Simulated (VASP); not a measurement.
# As2Se (I4_1/amd) in VASP: further runs

As2Se is run at these levels: PBEsol, LDA; tasks: single point.

Everything below comes from runs of VASP 6.6.1. Logs are shortened: lines on timing, memory, paths and dates and some standing lists are left out, and cuts for length are marked.

### Step 1. The cell of the first run

The structure is tetragonal, space group I4_1/amd (No. 141). Conventional cell: a = 7.059 Å, b = 7.059 Å, c = 5.307 Å, α = 90.00°, β = 90.00°, γ = 90.00°. As (site symmetry 2/m) has 2 Se at 2.66 Å and 4 As at 2.83 Å within 3.5 Å. Se (site symmetry -4m2) has 4 As at 2.66 Å within 3.5 Å.

### Step 2. Single point, PBEsol

Contents of INCAR:

```
ALGO     = Normal         # electronic algorithm
EDIFF    = 1E-7           # SCF threshold, eV
ENCUT    = 520            # plane-wave cutoff, eV
GGA      = PS             # functional
ISIF     = 2              # what is computed and relaxed
ISMEAR   = 0              # smearing method
LASPH    = T              # aspherical terms in the spheres
LCHARG   = F              # write CHGCAR
LREAL    = F              # projectors in reciprocal space
LWAVE    = F              # write WAVECAR
NBANDS   = 25             # bands
NELM     = 80             # most SCF steps
PREC     = Accurate       # precision mode
SIGMA    = 0.1            # smearing width, eV
```

Contents of KPOINTS:

```
k-points
0
Gamma
  8 8 8
```

Contents of POSCAR:

```
As2Se
1.0
   -3.5294180000      3.5294180000      2.6535710000
    3.5294180000     -3.5294180000      2.6535710000
    3.5294180000      3.5294180000     -2.6535710000
As Se
4 2
Direct
    0.8750000000      0.1250000000      0.7500000000
    0.3750000000      0.1250000000      0.2500000000
    0.8750000000      0.6250000000      0.7500000000
    0.8750000000      0.1250000000      0.2500000000
    0.5000000000      0.5000000000      0.0000000000
    0.2500000000      0.7500000000      0.5000000000
```

Potentials or basis: VASP PAW PBE potentials, release 64 (As, Se).

Started as:

```sh
> cat potpaw_PBE.64/As/POTCAR potpaw_PBE.64/Se/POTCAR > POTCAR
> mpirun -np 1 vasp_std > vasp.out
```

OUTCAR:

```text
EDIFF = 1E-7
   ENCUT = 520
   GGA = PS
   ISIF = 2
   ISMEAR = 0
   LASPH = T
   LREAL = F
   NELM = 80
   PREC = Accurate

 ion  position               nearest neighbor table
   1  0.875  0.125  0.750-   5 2.66   6 2.66   4 2.83   4 2.83   3 2.83   3 2.83
   2  0.375  0.125  0.250-   5 2.66   6 2.66   3 2.83   4 2.83   4 2.83   3 2.83
   3  0.875  0.625  0.750-   5 2.66   6 2.66   1 2.83   2 2.83   1 2.83   2 2.83
   4  0.875  0.125  0.250-   6 2.66   5 2.66   2 2.83   1 2.83   1 2.83   2 2.83
   5  0.500  0.500  0.000-   4 2.66   2 2.66   3 2.66   1 2.66
   6  0.250  0.750  0.500-   1 2.66   2 2.66   3 2.66   4 2.66

  LATTYP: Found a body centered tetragonal cell.
 ALAT       =     7.0588360000
 C/A-ratio  =     0.7518437884

  Lattice vectors:

 A1 = (  -3.5294180000,   3.5294180000,   2.6535710000)
 A2 = (   3.5294180000,  -3.5294180000,   2.6535710000)
 A3 = (   3.5294180000,   3.5294180000,  -2.6535710000)

Analysis of symmetry for initial positions (statically):
=====================================================================
 Subroutine PRICEL returns:
 Original cell was already a primitive cell.

 Routine SETGRP: Setting up the symmetry group for a
 body centered tetragonal supercell.

 Subroutine GETGRP returns: Found 16 space group operations
 (whereof  8 operations were pure point group operations)
 out of a pool of 16 trial point group operations.

The static configuration has the point symmetry D_2d.
 The point group associated with its full space group is D_4h.

Analysis of symmetry for dynamics (positions and initial velocities):
=====================================================================
 Subroutine PRICEL returns:
 Original cell was already a primitive cell.

 Routine SETGRP: Setting up the symmetry group for a
 body centered tetragonal supercell.

 Subroutine GETGRP returns: Found 16 space group operations
 (whereof  8 operations were pure point group operations)
 out of a pool of 16 trial point group operations.

The dynamic configuration has the point symmetry D_2d.
 The point group associated with its full space group is D_4h.

 Subroutine INISYM returns: Found 16 space group operations
 (whereof  8 operations are pure point group operations),
 and found     1 'primitive' translations

----------------------------------------------------------------------------------------

                                     Primitive cell

  volume of cell :     132.2199

  direct lattice vectors                    reciprocal lattice vectors
    -3.529418000  3.529418000  2.653571000     0.000000000  0.141666416  0.188425333
     3.529418000 -3.529418000  2.653571000     0.141666416  0.000000000  0.188425333
     3.529418000  3.529418000 -2.653571000     0.141666416  0.141666416  0.000000000

  length of vectors
     5.652877311  5.652877311  5.652877311     0.235740280  0.235740280  0.200346567

  position of ions in fractional coordinates (direct lattice)
     0.875000000  0.125000000  0.750000000
     0.375000000  0.125000000  0.250000000
     0.875000000  0.625000000  0.750000000
     0.875000000  0.125000000  0.250000000
     0.500000000  0.500000000  0.000000000
     0.250000000  0.750000000  0.500000000

  ion indices of the primitive-cell ions
   primitive index   ion index
                 1           1
                 2           2
                 3           3
                 4           4
                 5           5
                 6           6

----------------------------------------------------------------------------------------

 KPOINTS: k-points

Automatic generation of k-mesh.
 Grid dimensions read from file:
 generate k-points for:    8    8    8

 Generating k-lattice:

  Cartesian coordinates                     Fractional coordinates (reciprocal lattice)
     0.000000000  0.017708302  0.023553167     0.125000000 -0.000000000  0.000000000
     0.017708302  0.000000000  0.023553167    -0.000000000  0.125000000  0.000000000
     0.017708302  0.017708302  0.000000000     0.000000000  0.000000000  0.125000000

  Length of vectors
     0.029467535  0.029467535  0.025043321

  Shift w.r.t. Gamma in fractional coordinates (k-lattice)
     0.000000000  0.000000000  0.000000000

 Subroutine IBZKPT returns following result:
 ===========================================

 Found     59 irreducible k-points:

 Following reciprocal coordinates:
            Coordinates               Weight
  0.000000  0.000000  0.000000      1.000000
  0.125000 -0.000000  0.000000      8.000000
  0.250000 -0.000000  0.000000      8.000000
  0.375000  0.000000  0.000000      8.000000
  0.500000 -0.000000  0.000000      4.000000
  0.125000  0.125000  0.000000      8.000000
[... 16 lines left out ...]
  0.250000  0.125000  0.125000     16.000000
  0.375000  0.125000  0.125000      8.000000
 [... further k-points ...]
   k-points           NKPTS =     59   k-points in BZ     NKDIM =     59   number of bands    NBANDS=     25
   number of dos      NEDOS =    301   number of ions     NIONS =      6
   total plane-waves  NPLWV =  74088
   dimension x,y,z NGX =    42 NGY =   42 NGZ =   42
   dimension x,y,z NGXF=    84 NGYF=   84 NGZF=   84
   ions per type =               4   2
   NGX,Y,Z   is equivalent  to a cutoff of  12.35, 12.35, 12.35 a.u.
   NGXF,Y,Z  is equivalent  to a cutoff of  24.70, 24.70, 24.70 a.u.
 SYSTEM =  unknown system
   PREC   = accura    normal or accurate (medium, high low for compatibility)
   ISTART =      0    job   : 0-new  1-cont  2-samecut
   ICHARG =      2    charge: 1-file 2-atom 10-const
   ISPIN  =      1    spin polarized calculation?
   LNONCOLLINEAR =      F non collinear calculations
   LSORBIT =      F    spin-orbit coupling
   LASPH  =      T    aspherical Exc in radial PAW
   ENCUT  =  520.0 eV  38.22 Ry    6.18 a.u.  10.51 10.51 10.51*2*pi/ulx,y,z
   NELM   =     80;   NELMIN=  2; NELMDL= -5     # of ELM steps
   EDIFF  = 0.1E-06   stopping-criterion for ELM
   LREAL  =      F    real-space projection
   EDIFFG = 0.1E-05   stopping-criterion for IOM
   NSW    =      0    number of steps for IOM
   IBRION =     -1    ionic relax: 0-MD 1-quasi-New 2-CG
   NFREE  =      0    steps in history (QN), initial steepest desc. (CG)
   ISIF   =      2    stress and relaxation
   ISYM   =      2    0-nonsym 1-usesym 2-fastsym
   POTIM  = 0.5000    time-step for ionic-motion
   TEBEG  =    0.0;   TEEND  =   0.0 temperature during run
   PSTRESS=    0.0 pullay stress
   NELECT =      32.0000    total number of electrons
   NUPDOWN=      -1.0000    fix difference up-down
   EMIN   =  10.00;   EMAX   =-10.00  energy-range for DOS
   EFERMI =   0.00;   METHOD = LEGACY
   ISMEAR =     0;   SIGMA  =   0.10  broadening in eV -4-tet -1-fermi 0-gaus
   EFERMI_NEDOS =   21; number of points for ismear=-14 and -15
   IALGO  =     38    algorithm
   IMIX   =      4    mixing-type and parameters
     AMIX     =   0.40;   BMIX     =  1.00
     AMIX_MAG =   1.60;   BMIX_MAG =  1.00
  volume/ion in A,a.u.               =      22.04       148.71
  Fermi-wavevector in a.u.,A,eV,Ry     =   1.020217  1.927930 14.161523  1.040843
  Thomas-Fermi vector in A             =   2.153774
   LORBIT       =      0    0 simple, 1 ext, 2 COOP (PROOUT), +10 PAW based schemes
   GGA     = PS    functional components
   LHFCALC =     F    Hartree Fock is set to
   AEXX    =    0.0000 exact exchange contribution
   IVDW    =     0    specifies the selected vdW correction
   LEPSILON=     F    determine dielectric tensor
   LRPA    =     F    only Hartree local field effects (RPA)
 non-spin polarized calculation
 Gauss-broadening in eV      SIGMA  =   0.10
  energy-cutoff  :      520.00
  volume of cell :      132.22
 maximum number of plane-waves:      3605
   NGX = 21   NGY = 21   NGZ = 21

 number of electron      31.9999999 magnetization

 Free energy of the ion-electron system (eV)
  ---------------------------------------------------
  ext. energy  EPLUGINS =         0.00000000
  ---------------------------------------------------
  free energy    TOTEN  =       -27.81731885 eV

  energy without entropy =      -27.80475064  energy(sigma->0) =      -27.81103475

 E-fermi :   4.6301     XC(G=0): -10.0826

 val. band max:        4.6057255269   @ k =   0.5000  -0.0000   0.0000
 cond. band min:       4.6314120709   @ k =  -0.2500   0.5000   0.2500
 fundamental gap:      0.0256865440
 Fermi energy:         4.6300790767

 k-point     1 :       0.0000    0.0000    0.0000
  band No.  band energies     occupation
      1     -10.4321      2.00000
      2      -8.2772      2.00000
      3      -5.7689      2.00000
      4      -5.7388      2.00000
      5      -5.7388      2.00000
      6      -4.0733      2.00000
[... 17 lines left out ...]
     24      10.0900      0.00000
     25      10.7123      0.00000

 k-point     2 :       0.1250   -0.0000    0.0000
  band No.  band energies     occupation
      1     -10.3273      2.00000
      2      -8.3394      2.00000
      3      -6.0677      2.00000
      4      -5.7725      2.00000
      5      -5.7218      2.00000
      6      -4.1738      2.00000
[... 17 lines left out ...]
     24       9.7503      0.00000
     25      11.0358      0.00000

 k-point     3 :       0.2500   -0.0000    0.0000
  band No.  band energies     occupation
      1     -10.0197      2.00000
      2      -8.4751      2.00000
      3      -6.7805      2.00000
      4      -5.8504      2.00000
      5      -5.8496      2.00000
      6      -4.0461      2.00000
[... 17 lines left out ...]
     24       9.4560      0.00000
     25      10.2338      0.00000

 k-point     4 :       0.3750    0.0000    0.0000
  band No.  band energies     occupation
      1      -9.5404      2.00000
      2      -8.6349      2.00000
      3      -7.5590      2.00000
      4      -6.0891      2.00000
      5      -5.9214      2.00000
      6      -3.6107      2.00000
[... 17 lines left out ...]
     24       9.6545      0.00000
     25      10.2476      0.00000

 k-point     5 :       0.5000   -0.0000    0.0000
  band No.  band energies     occupation
      1      -9.0814      2.00000
      2      -8.8769      2.00000
      3      -7.9482      2.00000
      4      -6.1934      2.00000
      5      -5.9498      2.00000
      6      -3.3636      2.00000
[... 17 lines left out ...]
     24       9.7172      0.00000
     25      10.2683      0.00000

 k-point     6 :       0.1250    0.1250    0.0000
  band No.  band energies     occupation
      1     -10.0830      2.00000
      2      -8.4330      2.00000
      3      -6.6452      2.00000
      4      -6.0262      2.00000
      5      -5.6116      2.00000
      6      -4.1797      2.00000
[... 17 lines left out ...]
     24       9.1922      0.00000
     25      10.1231      0.00000
[... 393 lines left out ...]
 k-point    21 :       0.5000    0.5000    0.0000
  band No.  band energies     occupation
      1      -9.4553      2.00000
      2      -9.4553      2.00000
      3      -6.0790      2.00000
      4      -6.0790      2.00000
      5      -5.0787      2.00000
      6      -5.0787      2.00000
[... 17 lines left out ...]
     24       9.8606      0.00000
     25      11.5328      0.00000

 k-point    22 :       0.1250    0.1250    0.1250
  band No.  band energies     occupation
      1      -9.8943      2.00000
      2      -8.5937      2.00000
      3      -6.8193      2.00000
      4      -6.4659      2.00000
      5      -5.2649      2.00000
      6      -4.0425      2.00000
[... 17 lines left out ...]
     24       9.6036      0.00000
     25       9.8968      0.00000

 k-point    23 :       0.2500    0.1250    0.1250
  band No.  band energies     occupation
      1      -9.4313      2.00000
      2      -8.6986      2.00000
      3      -7.5262      2.00000
      4      -6.8703      2.00000
      5      -5.0743      2.00000
      6      -3.7270      2.00000
[... 17 lines left out ...]
     24       9.0738      0.00000
     25      10.5307      0.00000

 k-point    24 :       0.3750    0.1250    0.1250
  band No.  band energies     occupation
      1      -9.0188      2.00000
      2      -8.8473      2.00000
      3      -7.9305      2.00000
      4      -7.0125      2.00000
      5      -5.0246      2.00000
      6      -3.5462      2.00000
[... 17 lines left out ...]
     24       9.0500      0.00000
     25      10.6264      0.00000

 [... further k-points ...]
[... 5 lines left out ...]
  --------------------------------------------------------------------------------------
  -------------------------------------------------------------------------------------
  Total       -2.4829703     -2.4829703     -3.2151490      0.0000000      0.0000000      0.0000000
  in kB      -30.0874377    -30.0874377    -38.9596269      0.0000000      0.0000000      0.0000000
  external PRESSURE =     -33.0448341 kB  Pullay stress =       0.0000000 kB

 VOLUME and BASIS-vectors are now :
 -----------------------------------------------------------------------------
  energy-cutoff  :      520.00
  volume of cell :      132.22
      direct lattice vectors                 reciprocal lattice vectors
    -3.529418000  3.529418000  2.653571000     0.000000000  0.141666416  0.188425333
     3.529418000 -3.529418000  2.653571000     0.141666416  0.000000000  0.188425333
     3.529418000  3.529418000 -2.653571000     0.141666416  0.141666416  0.000000000

 POSITION                                       TOTAL-FORCE (eV/Angst)
 -----------------------------------------------------------------------------------
      0.00000      5.29413      0.66339        -0.000000      0.000000      0.000000
     -0.00000      1.76471      0.66339        -0.000000      0.000000      0.000000
      1.76471      3.52942      1.99018        -0.000000      0.000000      0.000000
     -1.76471      3.52942      1.99018        -0.000000      0.000000      0.000000
      0.00000      0.00000      2.65357        -0.000000      0.000000     -0.000000
      3.52942     -0.00000      1.32679         0.000000     -0.000000      0.000000
 -----------------------------------------------------------------------------------
    total drift:                               -0.000000      0.000000     -0.000000

  FREE ENERGIE OF THE ION-ELECTRON SYSTEM (eV)
  ---------------------------------------------------
  free  energy   TOTEN  =       -27.8173188528 eV

  energy  without entropy=      -27.8047506380  energy(sigma->0) =      -27.81103475
```

It took 1.9 min on 1 thread of AMD EPYC 9R45 (Zen 5), shared host; peak memory 0.32 GiB.

Results:

| Property | Result |
| --- | --- |
| Free energy | -27.8173 eV |
| Pressure | -3.3 GPa |
| Band gap on the k mesh | zero (band 16 reaches 4.91 eV, above the bottom of band 17 at 4.51 eV) |

Stress tensor (GPa, compression positive):
```
-3.01  0.00  0.00
 0.00 -3.01  0.00
 0.00  0.00 -3.90
```

Caveat: the PAW data sets were made with another functional, which shifts forces and pressure a little.

### Step 3. Single point, LDA

Contents of INCAR:

```
SYSTEM = As2Se
PREC = Accurate ; ENCUT = 520
EDIFF = 1E-6 ; ISMEAR = 0
SIGMA = 0.1 ; LREAL = .False.
LASPH = .True. ; NELM = 100
ALGO = Normal ; ISIF = 2
LWAVE = .False. ; LCHARG = .True.
GGA = CA ; LELF = .True.
LVHAR = .True. ; NBANDS = 25
```

Contents of KPOINTS:

```
Automatic mesh
0
Gamma
  8 8 8
  0 0 0
```

POSCAR is that of step 2.

Potentials or basis: VASP PAW LDA potentials, release 64 (As, Se).

Started as:

```sh
> cat potpaw_LDA.64/As/POTCAR potpaw_LDA.64/Se/POTCAR > POTCAR
> mpirun -np 1 vasp_std > vasp.out
```

It took 89 s on 1 thread of AMD EPYC 9R45 (Zen 5), shared host; peak memory 0.28 GiB.

It converged, with:

```yaml
Free_energy: -29.5003 eV
Pressure: -4.7 GPa
Band_gap_on_the_k_mesh: zero (band 16 reaches 5.02 eV, above the bottom of band 17 at 4.62 eV)
```

Stress tensor (GPa, compression positive):
```
-4.31  0.00  0.00
 0.00 -4.31  0.00
 0.00  0.00 -5.55
```

Levels at points of the mesh, in eV from the Fermi level:
```
           k point  band 14  band 15  band 16  band 17  band 18  band 19
(0.00, 0.00, 0.00)    -2.66    -2.66    -1.06     2.27     2.99     2.99
(0.50, 0.00, 0.00)    -1.38    -0.45    -0.02     0.19     0.45     1.44
(0.50, 0.50, 0.00)    -1.31    -1.14    -1.14    -0.05    -0.05     1.84
(0.50, 0.50, 0.50)    -0.64    -0.29    -0.29     0.26     0.26     0.46
```
